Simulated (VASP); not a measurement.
# Pt3Pb (Pm-3m) in VASP: a series of runs, part 2 of 2

VASP 6.6.1.

### Step 5. Relaxation of cell and atoms, LDA

This run uses another cell than the first one, of 16.48 Å³/atom.

Input file INCAR:

```
SYSTEM = Pt3Pb
  PREC = Accurate
  ENCUT = 600
  EDIFF = 1E-7
  ISMEAR = -1
  SIGMA = 0.15
  LREAL = .False.
  LASPH = .True.
  NELM = 60
  ALGO = Fast
  ISIF = 3
  LWAVE = .False.
  LCHARG = .False.
  IBRION = 2
  NSW = 80
  EDIFFG = -0.001
```

Input file KPOINTS:

```
regular mesh
0
Gamma
  10 10 10
  0 0 0
```

Input file POSCAR:

```
Pt3Pb
1.0
    4.0394862032      0.0000000000      0.0000000000
    0.0000000000      4.0394862032      0.0000000000
    0.0000000000      0.0000000000      4.0394862032
Pt Pb
3 1
Direct
    0.0000000000      0.5000000000      0.5000000000
    0.5000000000      0.0000000000      0.5000000000
    0.5000000000      0.5000000000      0.0000000000
    0.0000000000      0.0000000000      0.0000000000
```

Potentials or basis: VASP PAW LDA potentials, release 64 (Pt, Pb_d).

Started as:

```bash
$ cat potpaw_LDA.64/Pt/POTCAR potpaw_LDA.64/Pb_d/POTCAR > POTCAR
$ mpirun -np 1 vasp_std > vasp.out
```

OUTCAR:

```text
SYSTEM = Pt3Pb
   PREC = Accurate
   ENCUT = 600
   EDIFF = 1E-7
   ISMEAR = -1
   LREAL = .False.
   LASPH = .True.
   NELM = 60
   ISIF = 3
   IBRION = 2
   NSW = 80
   EDIFFG = -0.001

 ion  position               nearest neighbor table
   1  0.000  0.500  0.500-   2 2.86   3 2.86   4 2.86   3 2.86   4 2.86   2 2.86   4 2.86   4 2.86
                             2 2.86   3 2.86   3 2.86   2 2.86
   2  0.500  0.000  0.500-   1 2.86   3 2.86   4 2.86   3 2.86   4 2.86   1 2.86   3 2.86   3 2.86
                             1 2.86   4 2.86   4 2.86   1 2.86
   3  0.500  0.500  0.000-   1 2.86   2 2.86   4 2.86   1 2.86   2 2.86   2 2.86   4 2.86   2 2.86
                             1 2.86   4 2.86   1 2.86   4 2.86
   4  0.000  0.000  0.000-   1 2.86   2 2.86   3 2.86   1 2.86   2 2.86   1 2.86   3 2.86   1 2.86
                             2 2.86   3 2.86   2 2.86   3 2.86

  LATTYP: Found a simple cubic cell.
 ALAT       =     4.0394862032

  Lattice vectors:

 A1 = (   4.0394862032,   0.0000000000,   0.0000000000)
 A2 = (   0.0000000000,   4.0394862032,   0.0000000000)
 A3 = (   0.0000000000,   0.0000000000,   4.0394862032)

Analysis of symmetry for initial positions (statically):
=====================================================================
 Subroutine PRICEL returns:
 Original cell was already a primitive cell.

 Routine SETGRP: Setting up the symmetry group for a
 simple cubic supercell.

[... 179 lines left out ...]
  Total        0.3787342      0.3787342      0.3787342     -0.0000000      0.0000000     -0.0000000
  in kB        9.2059109      9.2059109      9.2059109     -0.0000000      0.0000000     -0.0000000
  external PRESSURE =       9.2059109 kB  Pullay stress =       0.0000000 kB
[... 63 lines left out ...]
--------------------------------------- Ionic step        3  -------------------------------------------

 number of electron      44.0000008 magnetization

 Free energy of the ion-electron system (eV)
  ---------------------------------------------------
  ext. energy  EPLUGINS =         0.00000000
  ---------------------------------------------------
  free energy    TOTEN  =       -27.17578882 eV

  energy without entropy =      -27.07994828  energy(sigma->0) =      -27.12786855

 E-fermi :  11.4262     XC(G=0): -13.2718

 val. band max:       11.3696396819   @ k =   0.5000   0.5000   0.5000
 cond. band min:      11.4576378901   @ k =   0.0000   0.0000   0.0000
 fundamental gap:      0.0879982082
 Fermi energy:        11.4262180234

 k-point     1 :       0.0000    0.0000    0.0000
  band No.  band energies     occupation
      1      -5.9832      2.00000
      2      -5.9832      2.00000
      3      -5.9264      2.00000
      4      -5.9264      2.00000
      5      -5.9264      2.00000
      6      -1.1798      2.00000
[... 685 lines left out ...]
     25      14.7238      0.00000
     26      16.4788      0.00000

 [... further k-points ...]

------------------------ aborting loop because EDIFF is reached ----------------------------------------

  FORCE on cell =-STRESS in cart. coord.  units (eV):
  Direction    XX          YY          ZZ          XY          YZ          ZX
  --------------------------------------------------------------------------------------
  -------------------------------------------------------------------------------------
  Total       -0.0024468     -0.0024468     -0.0024468      0.0000000      0.0000000     -0.0000000
  in kB       -0.0592278     -0.0592278     -0.0592278      0.0000000      0.0000000     -0.0000000
  external PRESSURE =      -0.0592278 kB  Pullay stress =       0.0000000 kB
[... 19 lines left out ...]
  FREE ENERGIE OF THE ION-ELECTRON SYSTEM (eV)
  ---------------------------------------------------
  free  energy   TOTEN  =       -27.1757888211 eV

  energy  without entropy=      -27.0799482830  energy(sigma->0) =      -27.12786855

 reached required accuracy - stopping structural energy minimisation
```

OSZICAR:

```text
N       E                     dE             d eps       ncg     rms          rms(c)
DAV:   1     0.451639300224E+03    0.45164E+03   -0.23973E+04  2912   0.215E+03
DAV:   2     0.118594471338E+02   -0.43978E+03   -0.42941E+03  3136   0.507E+02
DAV:   3    -0.266040103067E+02   -0.38463E+02   -0.36104E+02  3568   0.140E+02
[... 36 lines left out ...]
RMM:   7    -0.271757867616E+02   -0.67344E-05   -0.69204E-05  4168   0.774E-02    0.427E-03
RMM:   8    -0.271757886922E+02   -0.19306E-05   -0.23010E-05  4087   0.353E-02    0.278E-03
RMM:   9    -0.271757887152E+02   -0.22993E-07   -0.31907E-06  3400   0.161E-02    0.116E-03
RMM:  10    -0.271757888122E+02   -0.97006E-07   -0.11713E-06  2478   0.839E-03    0.613E-04
RMM:  11    -0.271757888211E+02   -0.89422E-08   -0.16593E-07  1663   0.417E-03
   3 F= -.27175789E+02 E0= -.27127869E+02  d E =-.776289E-03
```

Run time: 5.6 min. Hardware: 1 thread of Oxide Virtual Turin-like, shared host; peak memory 0.21 GiB.

What came out:

| Item | Value |
| --- | --- |
| Free energy | -27.1758 eV |
| Relaxed volume | 16.55 Å³/atom |
| Relaxed cell | a = 4.045 Å, b = 4.045 Å, c = 4.045 Å, α = 90.00°, β = 90.00°, γ = 90.00° |
| Space group after relaxing (to 0.1 Å) | Pm-3m (No. 221) |
| Energy gained by relaxing | 0.2 meV/atom |
| Ionic steps | 3 |
| Pressure after relaxing | 0.0 GPa |
| Band gap on the k mesh | zero (bands 22 and 23 overlap by 0.43 eV) |

Step by step:
| step | energy change (eV) | largest force (eV/Å) | pressure (GPa) | volume (Å³) |
| --- | --- | --- | --- | --- |
| 1 | 0.0000 | 0.0000 | 0.92 | 65.91 |
| 2 | 0.0033 | 0.0000 | -2.04 | 66.82 |
| 3 | -0.0008 | 0.0000 | -0.01 | 66.19 |

Final structure:
```
CELL_PARAMETERS angstrom
4.04508 0.00000 0.00000
0.00000 4.04508 0.00000
0.00000 0.00000 4.04508
ATOMIC_POSITIONS crystal
Pt 0.00000 0.50000 0.50000
Pt 0.50000 0.00000 0.50000
Pt 0.50000 0.50000 0.00000
Pb 0.00000 0.00000 0.00000
```

Caveat: spin-orbit coupling is left out, which moves the levels of the heavy elements.

### Step 6. Summary

| task | cell | cutoff (eV) | gap on the mesh (eV) | pressure (GPa) |
| --- | --- | --- | --- | --- |
| single point | a = 4.013 Å, 4 atoms | 520 | none | 5.4 |
| single point | a = 4.040 Å, 4 atoms | 520 | none | 0.7 |
| single point | a = 4.067 Å, 4 atoms | 520 | none | -3.5 |
| relaxation of cell and atoms | relaxed from a = 4.039 Å, 4 atoms | 600 | none | 0.0 |

Alike in all rows: level LDA; potentials or basis VASP PAW LDA potentials, release 64 (Pt, Pb_d); no spin polarisation; k mesh 10 × 10 × 10; smearing fermi-dirac 0.15 eV.

Caveats: spin-orbit coupling is left out, which moves the levels of the heavy elements; the cell stands under pressure (at least some runs); the cell stands under tension (at least some runs).

Absolute energies hang on the potentials; compare differences alone.

The gap in the log of VASP goes by the Fermi energy; the results here count the filled bands.